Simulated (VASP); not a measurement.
# Te2Mo (P6_3/mmc) in VASP: a series of runs, part 2 of 2

VASP 6.6.1.

## Step 3: Single point, PBE

This run uses another cell than the first one, of 23.63 Å³/atom, 1.029 times its volume.

File INCAR:

```
ALGO = Normal
EDIFF = 1E-6
ENCUT = 520
GGA = PE
ISIF = 2
ISMEAR = -1
LASPH = T
LCHARG = F
LREAL = F
LWAVE = F
NBANDS = 35
NELM = 80
PREC = Accurate
SIGMA = 0.1
```

File KPOINTS:

```
k-points
0
Gamma
  8 8 2
```

File POSCAR:

```
Te2Mo
1.0
    3.4545081321      0.0000000000      0.0000000000
   -1.7272540661      2.9916922167      0.0000000000
    0.0000000000      0.0000000000     13.7206283996
Te Mo
4 2
Direct
    0.3333333333      0.6666666667      0.6210000000
    0.6666666667      0.3333333333      0.1210000000
    0.3333333333      0.6666666667      0.8790000000
    0.6666666667      0.3333333333      0.3790000000
    0.3333333333      0.6666666667      0.2500000000
    0.6666666667      0.3333333333      0.7500000000
```

Potentials or basis: VASP PAW PBE potentials, release 64 (Te, Mo_sv).

Command:

```console
> cat potpaw_PBE.64/Te/POTCAR potpaw_PBE.64/Mo_sv/POTCAR > POTCAR
> mpirun -np 1 vasp_std > vasp.out
```

OUTCAR:

```text
EDIFF = 1E-6
   ENCUT = 520
   GGA = PE
   ISIF = 2
   ISMEAR = -1
   LASPH = T
   LREAL = F
   NELM = 80
   PREC = Accurate

 ion  position               nearest neighbor table
   1  0.333  0.667  0.621-   6 2.67   6 2.67   6 2.67   3 3.54
   2  0.667  0.333  0.121-   5 2.67   5 2.67   5 2.67   4 3.54
   3  0.333  0.667  0.879-   6 2.67   6 2.67   6 2.67   1 3.54
   4  0.667  0.333  0.379-   5 2.67   5 2.67   5 2.67   2 3.54
   5  0.333  0.667  0.250-   2 2.67   4 2.67   2 2.67   4 2.67   2 2.67   4 2.67
   6  0.667  0.333  0.750-   1 2.67   3 2.67   1 2.67   3 2.67   1 2.67   3 2.67

  LATTYP: Found a hexagonal cell.
 ALAT       =     3.4545081321
 C/A-ratio  =     3.9718037634

  Lattice vectors:

 A1 = (   3.4545081321,   0.0000000000,   0.0000000000)
 A2 = (  -1.7272540661,   2.9916922167,   0.0000000000)
 A3 = (   0.0000000000,   0.0000000000,  13.7206283996)

Analysis of symmetry for initial positions (statically):
=====================================================================
 Subroutine PRICEL returns:
 Original cell was already a primitive cell.

 Routine SETGRP: Setting up the symmetry group for a
 hexagonal supercell.

 Subroutine GETGRP returns: Found 24 space group operations
 (whereof 12 operations were pure point group operations)
 out of a pool of 24 trial point group operations.

The static configuration has the point symmetry D_3d.
 The point group associated with its full space group is D_6h.

Analysis of symmetry for dynamics (positions and initial velocities):
=====================================================================
 Subroutine PRICEL returns:
 Original cell was already a primitive cell.

 Routine SETGRP: Setting up the symmetry group for a
 hexagonal supercell.

 Subroutine GETGRP returns: Found 24 space group operations
 (whereof 12 operations were pure point group operations)
[... 125 lines left out ...]
     AMIX     =   0.40;   BMIX     =  1.00
     AMIX_MAG =   1.60;   BMIX_MAG =  1.00
  volume/ion in A,a.u.               =      23.63       159.49
  Fermi-wavevector in a.u.,A,eV,Ry     =   1.171791  2.214364 18.682087  1.373095
  Thomas-Fermi vector in A             =   2.308230
   LORBIT       =      0    0 simple, 1 ext, 2 COOP (PROOUT), +10 PAW based schemes
   GGA     = PE    functional components
   LHFCALC =     F    Hartree Fock is set to
   AEXX    =    0.0000 exact exchange contribution
   IVDW    =     0    specifies the selected vdW correction
   LEPSILON=     F    determine dielectric tensor
   LRPA    =     F    only Hartree local field effects (RPA)
 non-spin polarized calculation
  energy-cutoff  :      520.00
  volume of cell :      141.80
 maximum number of plane-waves:      3853
 NGX is ok and might be reduce to    28
   NGX = 13   NGY = 13   NGZ = 51

 number of electron      52.0000001 magnetization

 Free energy of the ion-electron system (eV)
  ---------------------------------------------------
  ext. energy  EPLUGINS =         0.00000000
  ---------------------------------------------------
  free energy    TOTEN  =       -35.68279632 eV

  energy without entropy =      -35.67818797  energy(sigma->0) =      -35.68049215

 E-fermi :   9.2833     XC(G=0): -10.7053

 val. band max:        8.9194428705   @ k =   0.0000   0.0000   0.0000
 cond. band min:       9.6994186698   @ k =   0.2500   0.1250   0.0000
 fundamental gap:      0.7799757993
 Fermi energy:         9.2833498762

 k-point     1 :       0.0000    0.0000    0.0000
  band No.  band energies     occupation
      1     -51.8677      2.00000
      2     -51.8677      2.00000
      3     -26.0845      2.00000
      4     -26.0845      2.00000
      5     -25.9210      2.00000
      6     -25.9210      2.00000
[... 749 lines left out ...]
     34      12.7090      0.00000
     35      14.0404      0.00000

------------------------ aborting loop because EDIFF is reached ----------------------------------------

  FORCE on cell =-STRESS in cart. coord.  units (eV):
  Direction    XX          YY          ZZ          XY          YZ          ZX
  --------------------------------------------------------------------------------------
  -------------------------------------------------------------------------------------
  Total        7.7190562      7.7190584      9.7705783     -0.0000000      0.0000000      0.0000000
  in kB       87.2162991     87.2163234    110.3960965     -0.0000000      0.0000000      0.0000000
  external PRESSURE =      94.9429063 kB  Pullay stress =       0.0000000 kB

 VOLUME and BASIS-vectors are now :
 -----------------------------------------------------------------------------
  energy-cutoff  :      520.00
  volume of cell :      141.80
      direct lattice vectors                 reciprocal lattice vectors
     3.454508132  0.000000000  0.000000000     0.289476812  0.167129492  0.000000000
    -1.727254066  2.991692217  0.000000000     0.000000000  0.334258984  0.000000000
     0.000000000  0.000000000 13.720628400     0.000000000  0.000000000  0.072882959

 POSITION                                       TOTAL-FORCE (eV/Angst)
 -----------------------------------------------------------------------------------
     -0.00000      1.99446      8.52051         0.000000      0.000000     -1.022364
      1.72725      0.99723      1.66020         0.000000     -0.000000     -1.022364
     -0.00000      1.99446     12.06043         0.000000      0.000000      1.022364
      1.72725      0.99723      5.20012        -0.000000     -0.000000      1.022364
     -0.00000      1.99446      3.43016         0.000000      0.000000      0.000000
      1.72725      0.99723     10.29047        -0.000000     -0.000000      0.000000
 -----------------------------------------------------------------------------------
    total drift:                               -0.000000      0.000000     -0.000000

  FREE ENERGIE OF THE ION-ELECTRON SYSTEM (eV)
  ---------------------------------------------------
  free  energy   TOTEN  =       -35.6827963174 eV

  energy  without entropy=      -35.6781879735  energy(sigma->0) =      -35.68049215
```

It took 2.5 min on 1 thread of Intel Xeon Platinum 8488C (Sapphire Rapids), shared host; peak memory 0.3 GiB.

Results:

```yaml
Free_energy: -35.6828 eV
Pressure: 9.5 GPa
Largest_force: 1.022 eV/Å
Band_gap_on_the_k_mesh: 0.78 eV, indirect (least direct gap 1.30 eV)
```

Forces in eV/Å, atoms in the order of the input:
```
Te   0.000  0.000 -1.022
Te   0.000  0.000 -1.022
Te   0.000  0.000  1.022
Te   0.000  0.000  1.022
Mo   0.000  0.000  0.000
Mo   0.000  0.000  0.000
```

Stress tensor (GPa, compression positive):
```
 8.72  0.00  0.00
 0.00  8.72  0.00
 0.00  0.00 11.04
```

Caveat: spin-orbit coupling is left out, which moves the levels of the heavy elements; this functional lacks dispersion, which binds the layers, so the pressure and a relaxed spacing across them are unreliable; forces of over 1 eV/Å act on the atoms, so gaps and moduli don't describe the material at rest. A k mesh can miss the band edges.

## Step 4: Single point, PBE

This run uses another cell than the first one, of 24.30 Å³/atom, 1.058 times its volume.

File INCAR:

```
SYSTEM = Te2Mo
ALGO = Normal
EDIFF = 1E-6
ENCUT = 520
GGA = PE
ISIF = 2
ISMEAR = -1
LASPH = .True.
LCHARG = .False.
LREAL = .False.
LWAVE = .False.
NBANDS = 35
NELM = 80
PREC = Accurate
SIGMA = 0.1
```

File KPOINTS:

```
k-points
0
Gamma
  8 8 2
  0 0 0
```

POSCAR, as its differences from that of step 3:

```diff
@@ -2,5 +2,5 @@
 1.0
-    3.4545081321      0.0000000000      0.0000000000
-   -1.7272540661      2.9916922167      0.0000000000
-    0.0000000000      0.0000000000     13.7206283996
+    3.4866449370      0.0000000000      0.0000000000
+   -1.7433224685      3.0195235100      0.0000000000
+    0.0000000000      0.0000000000     13.8482694819
 Te Mo
```

Command:

```console
> cat potpaw_PBE.64/Te/POTCAR potpaw_PBE.64/Mo_sv/POTCAR > POTCAR
> mpirun -np 1 vasp_std > vasp.out
```

Run time: 88 s. Hardware: 1 thread of Intel Xeon Platinum 8488C (Sapphire Rapids), shared host; peak memory 0.31 GiB.

Results (log left out):

```yaml
Free_energy: -35.8758 eV
Pressure: 6.0 GPa
Largest_force: 0.583 eV/Å
Band_gap_on_the_k_mesh: 0.79 eV, indirect (least direct gap 1.25 eV)
```

Forces on the atoms (eV/Å):
```
Te   0.000  0.000 -0.583
Te   0.000  0.000 -0.583
Te   0.000  0.000  0.583
Te   0.000  0.000  0.583
Mo   0.000  0.000  0.000
Mo   0.000  0.000  0.000
```

Stress tensor (GPa, compression positive):
```
5.46 0.00 0.00
0.00 5.46 0.00
0.00 0.00 6.94
```

Levels at points of the mesh, in eV from the valence-band top:
```
           k point  band 22  band 23  band 24  band 25  band 26  band 27  band 28  band 29  band 30  band 31
(0.00, 0.00, 0.00)    -1.11    -1.07    -1.07    -0.31     0.00     2.99     2.99     3.13     3.13     3.25
(0.50, 0.00, 0.00)    -1.85    -1.08    -1.03    -0.61    -0.31     1.28     1.34     1.48     1.83     2.67
(0.00, 0.00, 0.50)    -1.09    -1.09    -1.09    -0.08    -0.08     3.04     3.04     3.04     3.04     3.41
(0.50, 0.00, 0.50)    -1.97    -1.03    -1.03    -0.47    -0.47     1.31     1.31     1.67     1.67     3.11
```

Caveat: spin-orbit coupling is left out, which moves the levels of the heavy elements; this functional lacks dispersion, which binds the layers, so the pressure and a relaxed spacing across them are unreliable. PBE gaps usually lie below the measured ones, often by a third to a half.

## Step 5: Summary

```csv
cell,gap on the mesh (eV),pressure (GPa),largest force (eV/Å)
"a = 3.422, b = 3.422, c = 13.591 Å, angles 90.0, 90.0, 120.0°, 6 atoms",0.77,13.6,1.51
"a = 3.455, b = 3.455, c = 13.721 Å, angles 90.0, 90.0, 120.0°, 6 atoms",0.78,9.5,1.02
"a = 3.487, b = 3.487, c = 13.848 Å, angles 90.0, 90.0, 120.0°, 6 atoms",0.79,6.0,0.58
```

Alike in all rows: task single point; level PBE; potentials or basis VASP PAW PBE potentials, release 64 (Te, Mo_sv); no spin polarisation; k mesh 8 × 8 × 2; cutoff (eV) 520; smearing fermi-dirac 0.1 eV.

Caveats: spin-orbit coupling is left out, which moves the levels of the heavy elements; this functional lacks dispersion, which binds the layers, so the pressure and a relaxed spacing across them are unreliable; forces of over 1 eV/Å act on the atoms, so gaps and moduli don't describe the material at rest (some runs).

Absolute energies hang on the potentials; compare differences alone.
